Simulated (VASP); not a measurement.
Wanted: the native input for a VASP 6.6.1 run.

```yaml
Task: single point
Functional: PBE
Potentials_or_basis: VASP PAW PBE potentials, release 64 (B, N)
Cutoff: 520 eV
k_mesh: 8 × 8 × 8
Occupations: gaussian, width 0.1 eV
Spin: no spin polarisation
Dipole_correction: no
Further_INCAR_settings: ALGO = Normal; EDIFF = 1e-07; NBANDS = 11
```

The structure of BN lies in POSCAR:

```
BN
1.0
    0.0000000000      1.8075000000      1.8075000000
    1.8075000000      0.0000000000      1.8075000000
    1.8075000000      1.8075000000      0.0000000000
B N
1 1
Direct
    0.0000000000      0.0000000000      0.0000000000
    0.7500000000      0.7500000000      0.7500000000
```

The input as run:

INCAR

```
SYSTEM = BN
  ALGO = Normal
  EDIFF = 1E-7
  ENCUT = 520
  GGA = PE
  ISIF = 2
  ISMEAR = 0
  LASPH = .True.
  LCHARG = .False.
  LREAL = .False.
  LWAVE = .False.
  NBANDS = 11
  NELM = 80
  PREC = Accurate
  SIGMA = 0.1
```

KPOINTS

```
k-points
0
Gamma
  8 8 8
  0 0 0
```

Potentials or basis: VASP PAW PBE potentials, release 64 (B, N).

Launch:

```sh
$ cat potpaw_PBE.64/B/POTCAR potpaw_PBE.64/N/POTCAR > POTCAR
$ mpirun -np 1 vasp_std > vasp.out
```

Results of the run:

```yaml
Pressure: 3.3 GPa
Band_gap_on_the_k_mesh: 4.46 eV, indirect (least direct gap 8.82 eV)
```

It took 5.4 s on 1 thread of Intel(R) Xeon(R) Platinum 8559C (Emerald Rapids), on a shared host, peak memory 0.11 GiB.
